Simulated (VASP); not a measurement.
A run of VASP 6.6.1:

POSCAR

```
AlAs
1.0
    0.0000000000      2.8389251760      2.8389251760
    2.8389251760      0.0000000000      2.8389251760
    2.8389251760      2.8389251760      0.0000000000
Al As
1 1
Direct
    0.0000000000      0.0000000000      0.0000000000
    0.2500000000      0.2500000000      0.2500000000
```

File INCAR.step1:

```
ALGO = Normal
EDIFF = 1E-8
ENCUT = 500
ISMEAR = 0
LASPH = True
LCHARG = False
LREAL = False
LWAVE = True
NELM = 100
PREC = Accurate
SIGMA = 0.01
```

The input INCAR.step2:

```
ALGO = Exact
EDIFF = 1E-8
ENCUT = 500
ISMEAR = 0
ISTART = 1
LASPH = True
LCHARG = False
LOPTICS = True
LREAL = False
LWAVE = True
NBANDS = 64
NELM = 1
PREC = Accurate
SIGMA = 0.01
```

The input INCAR.step3:

```
ALGO = EVGW0
EDIFF = 1E-8
ENCUT = 500
ENCUTGW = 80.0
ISMEAR = 0
ISTART = 1
LASPH = True
LCHARG = False
LREAL = False
LWAVE = False
NBANDS = 64
NBANDSGW = 12
NELMGW = 1
NOMEGA = 48
PREC = Accurate
PRECFOCK = Fast
SIGMA = 0.01
```

File KPOINTS:

```
k-points
0
Gamma
  4 4 4
```

Potentials or basis: VASP PAW LDA potentials, release 64 (Al_GW, As_GW).

The run is started by

```sh
$ cat potpaw_LDA.64/Al_GW/POTCAR potpaw_LDA.64/As_GW/POTCAR > POTCAR
$ cp INCAR.step1 INCAR
$ mpirun -np 1 vasp_std > vasp.out
$ cp INCAR.step2 INCAR
$ mpirun -np 1 vasp_std > vasp.out
$ cp INCAR.step3 INCAR
$ mpirun -np 1 vasp_std > vasp.out
```

Hardware: 1 thread of Intel(R) Xeon(R) 6975P-C (Granite Rapids) (shared host).

Q: Estimate the wall time of this run.

A: Run time: 56 s on 1 thread of Intel(R) Xeon(R) 6975P-C (Granite Rapids), with other jobs on the host, peak memory 0.46 GiB. Counts: k points 8.
